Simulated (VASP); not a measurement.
# SnO (Pmn2_1) in VASP: a series of runs

SnO is run at these levels: PBE+D3(BJ); tasks: single point.

Everything below comes from runs of VASP 6.6.1. Logs are shortened: lines on timing, memory, paths and dates and some standing lists are left out, and cuts for length are marked.

### 1 The cell of the first run

Symmetry: Pmn2_1, No. 31, orthorhombic system. Conventional cell: a = 2.958 Å, b = 5.710 Å, c = 3.904 Å, α = 90.00°, β = 90.00°, γ = 90.00°. Within 2.7 Å of Sn (site symmetry m) lie 3 O at 2.01 to 2.14 Å. O (site symmetry m) has 3 Sn at 2.01 to 2.14 Å and 4 O at 2.79 Å within 2.8 Å.

### 2 Single point, PBE+D3(BJ) (16.49 Å³/atom)

The input, INCAR:

```
PREC = Accurate
ENCUT = 520
EDIFF = 1E-6
ISMEAR = 0
SIGMA = 0.05
LREAL = F
LASPH = T
NELM = 60
ALGO = Normal
ISIF = 2
LWAVE = F
LCHARG = T
GGA = PE
IVDW = 12
LELF = T
LVHAR = T
NBANDS = 28
```

The input, KPOINTS:

```
regular mesh
0
Gamma
  10 6 8
```

The input, POSCAR:

```
SnO
1.0
    2.9584905358      0.0000000000      0.0000000000
    0.0000000000      5.7097244949      0.0000000000
    0.0000000000      0.0000000000      3.9040582758
Sn O
2 2
Direct
    0.0000000000      0.2345104856      0.5269946555
    0.5000000000      0.7654895144      0.0269946555
    0.0000000000      0.8836051479      0.7230063445
    0.5000000000      0.1163948521      0.2230063445
```

Potentials or basis: VASP PAW PBE potentials, release 64 (Sn_d, O).

Launch:

```console
> cat potpaw_PBE.64/Sn_d/POTCAR potpaw_PBE.64/O/POTCAR > POTCAR
> mpirun -np 1 vasp_std > vasp.out
```

OUTCAR:

```text
PREC = Accurate
   ENCUT = 520
   EDIFF = 1E-6
   ISMEAR = 0
   LREAL = F
   LASPH = T
   NELM = 60
   ISIF = 2
   GGA = PE
   IVDW = 12
 IVDW          = 12

 ion  position               nearest neighbor table
   1  0.000  0.235  0.527-   4 2.01   4 2.01   3 2.14   2 3.63   2 3.63   2 3.63   2 3.63
   2  0.500  0.765  0.027-   3 2.01   3 2.01   4 2.14   1 3.63   1 3.63   1 3.63   1 3.63
   3  0.000  0.884  0.723-   2 2.01   2 2.01   1 2.14
   4  0.500  0.116  0.223-   1 2.01   1 2.01   2 2.14

  LATTYP: Found a simple orthorhombic cell.
 ALAT       =     2.9584905358
 B/A-ratio  =     1.3196115480
 C/A-ratio  =     1.9299451615

  Lattice vectors:

 A1 = (  -2.9584905358,   0.0000000000,   0.0000000000)
 A2 = (   0.0000000000,   0.0000000000,   3.9040582758)
 A3 = (   0.0000000000,   5.7097244949,   0.0000000000)

Analysis of symmetry for initial positions (statically):
=====================================================================
 Subroutine PRICEL returns:
 Original cell was already a primitive cell.

 Routine SETGRP: Setting up the symmetry group for a
 simple orthorhombic supercell.

 Subroutine GETGRP returns: Found  4 space group operations
 (whereof  2 operations were pure point group operations)
 out of a pool of  8 trial point group operations.

The static configuration has the point symmetry C_1h.
 The point group associated with its full space group is C_2v.

Analysis of symmetry for dynamics (positions and initial velocities):
=====================================================================
 Subroutine PRICEL returns:
 Original cell was already a primitive cell.

 Routine SETGRP: Setting up the symmetry group for a
 simple orthorhombic supercell.

 Subroutine GETGRP returns: Found  4 space group operations
 (whereof  2 operations were pure point group operations)
 out of a pool of  8 trial point group operations.

The dynamic configuration has the point symmetry C_1h.
 The point group associated with its full space group is C_2v.

 Subroutine INISYM returns: Found  4 space group operations
 (whereof  2 operations are pure point group operations),
 and found     1 'primitive' translations

----------------------------------------------------------------------------------------

                                     Primitive cell

  volume of cell :      65.9480

[... 91 lines left out ...]
   NELM   =     60;   NELMIN=  2; NELMDL= -5     # of ELM steps
   EDIFF  = 0.1E-05   stopping-criterion for ELM
   LREAL  =      F    real-space projection
   EDIFFG = 0.1E-04   stopping-criterion for IOM
   NSW    =      0    number of steps for IOM
   IBRION =     -1    ionic relax: 0-MD 1-quasi-New 2-CG
   NFREE  =      0    steps in history (QN), initial steepest desc. (CG)
   ISIF   =      2    stress and relaxation
   ISYM   =      2    0-nonsym 1-usesym 2-fastsym
   POTIM  = 0.5000    time-step for ionic-motion
   TEBEG  =    0.0;   TEEND  =   0.0 temperature during run
   PSTRESS=    0.0 pullay stress
   NELECT =      40.0000    total number of electrons
   NUPDOWN=      -1.0000    fix difference up-down
   EMIN   =  10.00;   EMAX   =-10.00  energy-range for DOS
   EFERMI =   0.00;   METHOD = LEGACY
   ISMEAR =     0;   SIGMA  =   0.05  broadening in eV -4-tet -1-fermi 0-gaus
   EFERMI_NEDOS =   21; number of points for ismear=-14 and -15
   IALGO  =     38    algorithm
   IMIX   =      4    mixing-type and parameters
     AMIX     =   0.40;   BMIX     =  1.00
     AMIX_MAG =   1.60;   BMIX_MAG =  1.00
  volume/ion in A,a.u.               =      16.49       111.26
  Fermi-wavevector in a.u.,A,eV,Ry     =   1.385780  2.618744 26.128440  1.920386
  Thomas-Fermi vector in A             =   2.510158
   LORBIT       =      0    0 simple, 1 ext, 2 COOP (PROOUT), +10 PAW based schemes
   GGA     = PE    functional components
   LHFCALC =     F    Hartree Fock is set to
   AEXX    =    0.0000 exact exchange contribution
   IVDW    =    12    specifies the selected vdW correction
   LEPSILON=     F    determine dielectric tensor
   LRPA    =     F    only Hartree local field effects (RPA)
 non-spin polarized calculation
 Gauss-broadening in eV      SIGMA  =   0.05
  energy-cutoff  :      520.00
  volume of cell :       65.95
 maximum number of plane-waves:      1804
 NGX is ok and might be reduce to    24
   NGX = 11   NGY = 21   NGZ = 15

 number of electron      39.9999993 magnetization

 Free energy of the ion-electron system (eV)
  ---------------------------------------------------
  ext. energy  EPLUGINS =         0.00000000
  ---------------------------------------------------
  free energy    TOTEN  =       -21.51694129 eV

  energy without entropy =      -21.51694129  energy(sigma->0) =      -21.51694129

 E-fermi :   7.1882     XC(G=0): -10.5421

 val. band max:        6.9697821686   @ k =   0.3000   0.0000   0.0000
 cond. band min:       8.1531185241   @ k =   0.4000   0.5000   0.0000
 fundamental gap:      1.1833363554
 Fermi energy:         7.1881853146

 k-point     1 :       0.0000    0.0000    0.0000
  band No.  band energies     occupation
      1     -14.7390      2.00000
      2     -14.3046      2.00000
      3     -13.9339      2.00000
      4     -13.8065      2.00000
      5     -13.7751      2.00000
      6     -13.7491      2.00000
[... 733 lines left out ...]
     27      17.2071      0.00000
     28      17.2071      0.00000

 [... further k-points ...]

------------------------ aborting loop because EDIFF is reached ----------------------------------------

 Edisp (eV)   -1.00788

 E8    (eV) :    -0.4383

  FORCE on cell =-STRESS in cart. coord.  units (eV):
  Direction    XX          YY          ZZ          XY          YZ          ZX
  --------------------------------------------------------------------------------------
  -------------------------------------------------------------------------------------
  Total      13.18447     3.23015     5.87050     0.00000     0.00000     0.00000
  in kB     320.31072    78.47513   142.62129     0.00000     0.00000     0.00000
  external pressure =      180.47 kB  Pullay stress =        0.00 kB

 VOLUME and BASIS-vectors are now :
 -----------------------------------------------------------------------------
  energy-cutoff  :      520.00
  volume of cell :       65.95
      direct lattice vectors                 reciprocal lattice vectors
     2.958490536  0.000000000  0.000000000     0.338010208  0.000000000  0.000000000
     0.000000000  5.709724495  0.000000000     0.000000000  0.175139799  0.000000000
     0.000000000  0.000000000  3.904058276     0.000000000  0.000000000  0.256143717

 POSITION                                       TOTAL-FORCE (eV/Angst)
 -----------------------------------------------------------------------------------
      0.00000      1.33899      2.05742         0.000000      1.694037      1.505907
      1.47925      4.37073      0.10539         0.000000     -1.694037      1.505907
      0.00000      5.04514      2.82266         0.000000      0.647419     -1.505907
      1.47925      0.66458      0.87063         0.000000     -0.647419     -1.505907
 -----------------------------------------------------------------------------------
    total drift:                                0.000000      0.000000     -0.000535

  FREE ENERGIE OF THE ION-ELECTRON SYSTEM (eV)
  ---------------------------------------------------
  free  energy   TOTEN  =       -22.5248196516 eV

  energy  without entropy=      -22.5248196516  energy(sigma->0) =      -22.52481965
```

Wall time 2.4 min (1 thread of Intel Xeon Platinum 8375C at 2.90GHz (Ice Lake), shared host); peak memory 0.31 GiB.

What came out:

| Property | Result |
| --- | --- |
| Free energy | -22.5248 eV |
| Pressure | 18.0 GPa |
| Largest force | 2.267 eV/Å |
| Band gap on the k mesh | 1.18 eV (least direct gap 1.29 eV) |
| Dispersion energy per atom | -0.252 eV |

Forces on the atoms (eV/Å):
```
Sn   0.000  1.694  1.506
Sn   0.000 -1.694  1.506
O    0.000  0.647 -1.506
O    0.000 -0.647 -1.506
```

Stress tensor (GPa, compression positive):
```
32.03  0.00  0.00
 0.00  7.85  0.00
 0.00  0.00 14.26
```

Levels at points of the mesh, in eV from the valence-band top:
```tsv
k point	band 17	band 18	band 19	band 20	band 21	band 22	band 23	band 24
(0.00, 0.00, 0.00)	-3.84	-2.85	-2.76	-0.33	3.37	3.38	6.82	7.12
(0.50, 0.00, 0.00)	-3.20	-3.20	-0.83	-0.83	2.28	2.28	6.18	6.18
(0.00, 0.50, 0.00)	-3.81	-2.77	-2.32	-1.88	2.53	4.90	5.60	6.92
(0.50, 0.50, 0.00)	-3.20	-3.20	-0.72	-0.72	2.03	2.03	6.76	6.76
(0.00, 0.00, 0.50)	-3.21	-3.21	-1.79	-1.79	3.36	3.36	5.65	5.65
(0.50, 0.00, 0.50)	-3.84	-3.84	-0.76	-0.76	2.28	2.28	5.01	5.01
(0.00, 0.50, 0.50)	-3.20	-3.20	-1.88	-1.88	2.25	2.25	6.84	6.84
(0.50, 0.50, 0.50)	-4.05	-4.05	-0.10	-0.10	2.54	2.54	4.47	4.47
```

Caveat: the stress differs along the axes, from 8 to 32 GPa; spin-orbit coupling is left out, which moves the levels of the heavy elements; forces of over 1 eV/Å act on the atoms, so gaps and moduli don't describe the material at rest.

### 3 Single point, PBE+D3(BJ) (16.49 Å³/atom)

The input, INCAR:

```
SYSTEM = SnO
PREC     = Accurate       ! precision mode
ENCUT    = 520            ! plane-wave cutoff, eV
EDIFF    = 1E-6           ! SCF threshold, eV
ISMEAR   = 0              ! smearing method
SIGMA    = 0.05           ! smearing width, eV
LREAL    = .False.        ! projectors in reciprocal space
LASPH    = .True.         ! aspherical terms in the spheres
NELM     = 100            ! most SCF steps
ALGO     = Normal         ! electronic algorithm
ISIF     = 2              ! what is computed and relaxed
LWAVE    = .False.        ! write WAVECAR
LCHARG   = .False.        ! write CHGCAR
GGA      = PE             ! functional
IVDW     = 12             ! dispersion correction
NBANDS   = 28             ! bands
```

The input, KPOINTS:

```
regular mesh
0
Gamma
  10 6 8
  0 0 0
```

The input, POSCAR:

```
SnO
1.0
    3.2078379517      0.0000000000      0.0000000000
    0.0000000000      5.4833255963      0.0000000000
    0.0000000000      0.0000000000      3.7492566747
Sn O
2 2
Direct
    0.0000000000      0.2345104856      0.5269946555
    0.5000000000      0.7654895144      0.0269946555
    0.0000000000      0.8836051479      0.7230063445
    0.5000000000      0.1163948521      0.2230063445
```

Potentials or basis: VASP PAW PBE potentials, release 64 (Sn_d, O).

Launch:

```console
> cat potpaw_PBE.64/Sn_d/POTCAR potpaw_PBE.64/O/POTCAR > POTCAR
> mpirun -np 1 vasp_std > vasp.out
```

Wall time 2.4 min (1 thread of Intel Xeon Platinum 8375C at 2.90GHz (Ice Lake), shared host); peak memory 0.31 GiB.

It converged, with:

* Free energy: -22.9014 eV
* Pressure: 14.7 GPa
* Largest force: 2.274 eV/Å
* Band gap on the k mesh: 1.19 eV (least direct gap 1.81 eV)
* Dispersion energy per atom: -0.251 eV

Forces in eV/Å, atoms in the order of the input:
```
Sn   0.000  2.164  0.697
Sn   0.000 -2.164  0.697
O    0.000 -0.215 -0.697
O    0.000  0.215 -0.697
```

Stress tensor (GPa, compression positive):
```
16.46  0.00  0.00
 0.00 15.60  0.00
 0.00  0.00 11.95
```

Levels at points of the mesh, in eV from the valence-band top:
| k point | band 18 | band 19 | band 20 | band 21 | band 22 | band 23 |
| --- | --- | --- | --- | --- | --- | --- |
| (0.00, 0.00, 0.00) | -3.35 | -2.87 | 0.00 | 3.36 | 3.44 | 6.48 |
| (0.50, 0.00, 0.00) | -3.50 | -1.42 | -1.42 | 2.55 | 2.55 | 6.22 |
| (0.00, 0.50, 0.00) | -3.38 | -2.37 | -1.98 | 3.34 | 4.69 | 5.39 |
| (0.50, 0.50, 0.00) | -3.51 | -1.26 | -1.26 | 2.15 | 2.15 | 6.78 |
| (0.00, 0.00, 0.50) | -3.97 | -1.84 | -1.84 | 2.65 | 2.65 | 5.86 |
| (0.50, 0.00, 0.50) | -4.14 | -1.31 | -1.31 | 2.06 | 2.06 | 4.78 |
| (0.00, 0.50, 0.50) | -3.74 | -1.75 | -1.75 | 2.05 | 2.05 | 6.33 |
| (0.50, 0.50, 0.50) | -4.45 | -0.45 | -0.45 | 2.25 | 2.25 | 4.44 |

Caveat: the cell stands under pressure; spin-orbit coupling is left out, which moves the levels of the heavy elements; forces of over 1 eV/Å act on the atoms, so gaps and moduli don't describe the material at rest. A k mesh can miss the band edges.

### 4 Single point, PBE+D3(BJ) (17.24 Å³/atom)

This run uses another cell than the first one, of 17.24 Å³/atom.

The input, INCAR:

```
SYSTEM = SnO
  PREC = Accurate
  ENCUT = 520
  EDIFF = 1E-7
  ISMEAR = 0
  SIGMA = 0.05
  LREAL = .FALSE.
  LASPH = .TRUE.
  NELM = 60
  ALGO = Normal
  ISIF = 2
  LWAVE = .FALSE.
  LCHARG = .FALSE.
  GGA = PE
  IVDW = 12
  NBANDS = 28
```

The input, KPOINTS:

```
Automatic mesh
0
G
  10 6 8
  0 0 0
```

The input, POSCAR:

```
SnO
1.0
    3.6757283434      0.0000000000      0.0000000000
    0.0000000000      5.2376752035      0.0000000000
    0.0000000000      0.0000000000      3.5812917493
Sn O
2 2
Direct
    0.0000000000      0.2345104856      0.5269946555
    0.5000000000      0.7654895144      0.0269946555
    0.0000000000      0.8836051479      0.7230063445
    0.5000000000      0.1163948521      0.2230063445
```

Launch:

```console
> cat potpaw_PBE.64/Sn_d/POTCAR potpaw_PBE.64/O/POTCAR > POTCAR
> mpirun -np 1 vasp_std > vasp.out
```

It took 2.9 min on 1 thread of Intel Xeon Platinum 8375C at 2.90GHz (Ice Lake), shared host; peak memory 0.31 GiB.

The run converged. Its results:

- Free energy: -22.7689 eV
- Pressure: 8.6 GPa
- Largest force: 2.358 eV/Å
- Band gap on the k mesh: 0.95 eV (least direct gap 2.15 eV)
- Dispersion energy per atom: -0.240 eV

Forces in eV/Å, atoms in the order of the input:
```
Sn   0.000  2.292 -0.553
Sn   0.000 -2.292 -0.553
O    0.000 -1.548  0.553
O    0.000  1.548  0.553
```

Stress tensor (GPa, compression positive):
```
-0.69  0.00  0.00
 0.00 21.10  0.00
 0.00  0.00  5.25
```

Levels at points of the mesh, in eV from the valence-band top:
```csv
k point,band 17,band 18,band 19,band 20,band 21,band 22,band 23,band 24
"(0.00, 0.00, 0.00)",-4.05,-3.29,-2.47,0.00,3.06,3.36,6.01,6.85
"(0.50, 0.00, 0.00)",-3.24,-3.24,-1.84,-1.84,3.09,3.09,6.30,6.30
"(0.00, 0.50, 0.00)",-3.48,-3.37,-2.19,-1.80,3.80,4.70,4.75,4.93
"(0.50, 0.50, 0.00)",-3.27,-3.27,-1.58,-1.58,2.30,2.30,6.63,6.63
"(0.00, 0.00, 0.50)",-4.19,-4.19,-1.81,-1.81,1.56,1.56,6.24,6.24
"(0.50, 0.00, 0.50)",-3.71,-3.71,-1.71,-1.71,1.74,1.74,4.33,4.33
"(0.00, 0.50, 0.50)",-3.82,-3.82,-1.48,-1.48,1.56,1.56,5.95,5.95
"(0.50, 0.50, 0.50)",-4.11,-4.11,-0.59,-0.59,1.63,1.63,4.70,4.70
```

Caveat: the stress differs along the axes, from -1 to 21 GPa; spin-orbit coupling is left out, which moves the levels of the heavy elements; forces of over 1 eV/Å act on the atoms, so gaps and moduli don't describe the material at rest. A k mesh can miss the band edges.

### 5 The runs side by side

| cell | gap on the mesh (eV) | pressure (GPa) | largest force (eV/Å) |
| --- | --- | --- | --- |
| a = 2.958, b = 5.710, c = 3.904 Å, 4 atoms | 1.18 | 18.0 | 2.27 |
| a = 3.208, b = 5.483, c = 3.749 Å, 4 atoms | 1.19 | 14.7 | 2.27 |
| a = 3.676, b = 5.238, c = 3.581 Å, 4 atoms | 0.95 | 8.6 | 2.36 |

Alike in all rows: task single point; level PBE+D3(BJ); potentials or basis VASP PAW PBE potentials, release 64 (Sn_d, O); no spin polarisation; k mesh 10 × 6 × 8; cutoff (eV) 520; smearing gaussian 0.05 eV.

Caveats: spin-orbit coupling is left out, which moves the levels of the heavy elements; forces of over 1 eV/Å act on the atoms, so gaps and moduli don't describe the material at rest; the stress differs along the axes, from 8 to 32 GPa (at least some runs); the cell stands under pressure (at least some runs); the stress differs along the axes, from -1 to 21 GPa (at least some runs).

Total energies depend on the potentials used, so only differences within one code and one set of settings carry meaning.
